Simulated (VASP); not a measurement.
## LiH: single point with PBE

The system is LiH.

```
CELL_PARAMETERS angstrom
3.25583 0.00000 0.00000
-1.62791 2.81963 0.00000
0.00000 0.00000 4.06844
ATOMIC_POSITIONS crystal
Li 0.33333 0.66667 0.93749
Li 0.66667 0.33333 0.43749
H 0.33333 0.66667 0.43751
H 0.66667 0.33333 0.93751
```

```json
{
 "Program": "VASP 6.6.1",
 "Task": "single point",
 "Functional": "PBE",
 "Potentials or basis": "VASP PAW PBE potentials, release 64 (Li_sv, H)",
 "Cutoff": "520 eV",
 "k mesh": "12 × 12 × 6",
 "Occupations": "fermi-dirac, width 0.02 eV",
 "Spin": "no spin polarisation",
 "Dipole correction": "no",
 "Further INCAR settings": "ALGO = Normal; EDIFF = 1e-07; NBANDS = 12"
}
```

- Band gap on the k mesh: 1.83 eV, indirect (least direct gap 3.07 eV)

Levels at points of the mesh, in eV from the valence-band top:
| k point | band 1 | band 2 | band 3 | band 4 | band 5 | band 6 | band 7 | band 8 |
| --- | --- | --- | --- | --- | --- | --- | --- | --- |
| (0.00, 0.00, 0.00) | -44.63 | -44.57 | -5.23 | 0.00 | 3.07 | 10.68 | 10.68 | 11.37 |
| (0.50, 0.00, 0.00) | -44.60 | -44.58 | -2.80 | -2.06 | 4.48 | 6.77 | 7.30 | 8.64 |
| (0.00, 0.00, 0.50) | -44.60 | -44.60 | -3.72 | -3.72 | 9.55 | 9.55 | 12.70 | 12.70 |
| (0.50, 0.00, 0.50) | -44.59 | -44.59 | -2.43 | -2.43 | 4.29 | 4.29 | 9.48 | 9.48 |

Run time: 15 s on 1 thread of AMD EPYC 9R45 96-Core Processor (Zen 5), with other jobs on the host, peak memory 0.13 GiB.

 A k mesh can miss the band edges.
